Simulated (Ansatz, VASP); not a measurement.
MgB2 in VASP and in Ansatz

```
CELL_PARAMETERS angstrom
3.08500 0.03085 0.03085
-1.51578 2.65626 0.01129
0.03523 0.03523 3.52300
ATOMIC_POSITIONS crystal
Mg 0.00000 0.00000 0.00000
B 0.33333 0.66667 0.50000
B 0.66667 0.33333 0.50000
```

Change from the starting cell: equal xy, yz and zx shear strains of +2 %.

Alike in both runs: task single point; functional PBE; k mesh 12 × 12 × 9; occupations fermi-dirac, width 0.05 eV; no spin polarisation.

|  | VASP | Ansatz |
| --- | --- | --- |
| version | VASP 6.6.1 | Ansatz 0.2.0 |
| potentials or method | VASP PAW PBE potentials, release 64 (Mg, B), cutoff 520 eV | all-electron LAPW, scalar-relativistic |

```csv
,VASP,Ansatz,Ansatz less VASP
pressure (GPa),-1.1,-0.9,+0.21
"traceless stress, the component that is largest in VASP (GPa)",-3.91,-3.90,+0.011
rms of the force components (eV/Å),0.019,0.018,-0.0005
```

Atom by atom the forces differ by 0.000 eV/Å (rms over components). Ansatz ran all-electron here, and VASP with PAW potentials.
